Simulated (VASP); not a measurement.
A run of VASP 6.6.1 is set up as follows.

File INCAR:

```
PREC     = Accurate       # precision mode
ENCUT    = 520            # plane-wave cutoff, eV
EDIFF    = 1E-7           # SCF threshold, eV
ISMEAR   = -1             # smearing method
SIGMA    = 0.1            # smearing width, eV
LREAL    = False          # projectors in reciprocal space
LASPH    = True           # aspherical terms in the spheres
NELM     = 100            # most SCF steps
ALGO     = Normal         # electronic algorithm
ISIF     = 2              # what is computed and relaxed
LWAVE    = False          # write WAVECAR
LCHARG   = False          # write CHGCAR
GGA      = RE             # functional
NBANDS   = 12             # bands
```

File KPOINTS:

```
regular mesh
0
Gamma
  15 15 15
```

POSCAR

```
Au
1.0
   -1.7270230429      1.7270230429      1.7270230429
    1.7270230429     -1.7270230429      1.7270230429
    1.7270230429      1.7270230429     -1.7270230429
Au
1
Direct
    0.0000000000      0.0000000000      0.0000000000
```

Potentials or basis: VASP PAW PBE potentials, release 64 (Au).

The run is started by

```sh
$ cat potpaw_PBE.64/Au/POTCAR > POTCAR
$ mpirun -np 1 vasp_std > vasp.out
```

**Question.** What does it give for the pressure?

**Answer.** -9.8 GPa.

Caveat: the PAW data sets were made with another functional, which shifts forces and pressure a little.
